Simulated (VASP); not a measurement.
Crystal: InCuO.

```xyz
6
Lattice="3.9000 0.0000 0.0000 0.0000 3.9000 0.0000 0.0000 0.0000 5.9000" Properties=species:S:1:pos:R:3 pbc="T T T"
In    0.0000    1.9500    4.7200
In    1.9500    0.0000    1.1800
Cu    1.9500    1.9500    2.9500
Cu    0.0000    0.0000    2.9500
O     1.9500    1.9500    0.0000
O     0.0000    0.0000    0.0000
```

```yaml
Program: VASP 6.6.1
Task: relaxation of cell and atoms
Functional: PBE
Potentials_or_basis: VASP PAW PBE potentials, release 64 (In_d, Cu, O)
Cutoff: 600 eV
k_mesh: 3 × 3 × 2
Occupations: gaussian, width 0.15 eV
Spin: collinear spin
Starting_moments: "[0.0, 0.0, 1.0, 1.0, 0.0, 0.0] μB"
```

At the start: pressure -0.6 GPa; volume 14.96 Å³/atom.

Q: Where does the relaxation end?

A: Over 8 steps the energy falls by 74.0 meV/atom and the volume is 15.38 Å³/atom (+2.8 %); space group P4/nmm (No. 129, to 0.1 Å) before and after; moment 0.00 μB per cell.

The path:
| step | energy change (eV) | largest force (eV/Å) | pressure (GPa) | volume (Å³) |
| --- | --- | --- | --- | --- |
| 1 | 0.0000 | 2.4918 | -0.59 | 89.74 |
| 2 | -0.3627 | 0.3642 | 2.06 | 89.02 |
| 3 | -0.3712 | 0.0179 | 2.74 | 88.90 |
| 4 | -0.4175 | 0.0167 | -0.73 | 92.20 |
| 5 | -0.4180 | 0.0135 | -1.14 | 92.63 |
| 6 | -0.4382 | 0.1055 | -0.40 | 92.29 |
| 7 | -0.4427 | 0.1793 | 0.22 | 92.01 |
| 8 | -0.4443 | 0.0257 | -0.35 | 92.29 |

Final structure:
```
CELL_PARAMETERS angstrom
3.83110 0.00000 0.00000
0.00000 3.83110 0.00000
0.00000 0.00000 6.28783
ATOMIC_POSITIONS crystal
In 0.00000 0.50000 0.82667
In 0.50000 0.00000 0.17333
Cu 0.50000 0.50000 0.50000
Cu 0.00000 0.00000 0.50000
O 0.50000 0.50000 0.00000
O 0.00000 0.00000 0.00000
```

Caveat: the k points lie up to 0.55 Å⁻¹ apart in the final cell.
